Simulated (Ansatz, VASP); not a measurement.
Two plane-wave programs on HfN

File INCAR:

```
SYSTEM = HfN
ALGO = Normal
EDIFF = 1E-6
ENCUT = 520
GGA = CA
ISIF = 2
ISMEAR = 0
LASPH = .True.
LCHARG = .False.
LREAL = .False.
LWAVE = .False.
NBANDS = 14
NELM = 100
PREC = Accurate
SIGMA = 0.15
```

Contents of KPOINTS:

```
k-points
0
Gamma
  16 16 16
  0 0 0
```

POSCAR

```
HfN
1.0
    0.0000000000      2.3320809000      2.4548220000
    2.3320809000      0.0000000000      2.4548220000
    2.3320809000      2.3320809000      0.0000000000
Hf N
1 1
Direct
    0.0000000000      0.0000000000      0.0000000000
    0.7500000000      0.7500000000      0.7500000000
```

Input for Ansatz:

```yaml
crystal:
  lattice:
    - [0.0, 2.3320809, 2.454822]
    - [2.3320809, 0.0, 2.454822]
    - [2.3320809, 2.3320809, 0.0]
  atoms:
    - { symbol: Hf, position: [0.0, 0.0, 0.0] }
    - { symbol: "N", position: [0.75, 0.75, 0.75] }
basis:
  ecutwfc: 420
kpoints:
  mp_grid: { grid: [16, 16, 16] }
hamiltonian:
  xc: lda
scf:
  occupations: { method: gaussian, width: 0.15 }
output:
  forces: true
  stress: true
  eigenvalues: true
```

Change from the starting cell: strain -0.050 along x and y, +0.000 along z, atoms carried along.

Alike in both runs: task single point; functional LDA; k mesh 16 × 16 × 16; occupations gaussian, width 0.15 eV; no spin polarisation.

```csv
,VASP,Ansatz
version,VASP 6.6.1,Ansatz 0.2.0
potentials or method,"VASP PAW LDA potentials, release 64 (Hf_pv, N), cutoff 520 eV","scalar-relativistic, plane waves, PAW"
valence electrons in the cell,15,31
```

|  | VASP | Ansatz | Ansatz less VASP |
| --- | --- | --- | --- |
| gap on the k mesh at the Fermi level (eV) | none | none | - |
| pressure (GPa) | 12.6 | 12.5 | -0.10 |
| traceless stress, the component that is largest in VASP (GPa) | -5.63 | -5.69 | -0.066 |

LDA's correlation is that of Perdew and Zunger in VASP and of Perdew and Wang (1992) in Ansatz. A gap of «none» marks a metal or a gap that the smearing closes. VASP's potentials hold 15 valence electrons a cell and Ansatz's 31, so a difference there can come from the potentials and not from the codes.

Neither program's run includes spin-orbit coupling.
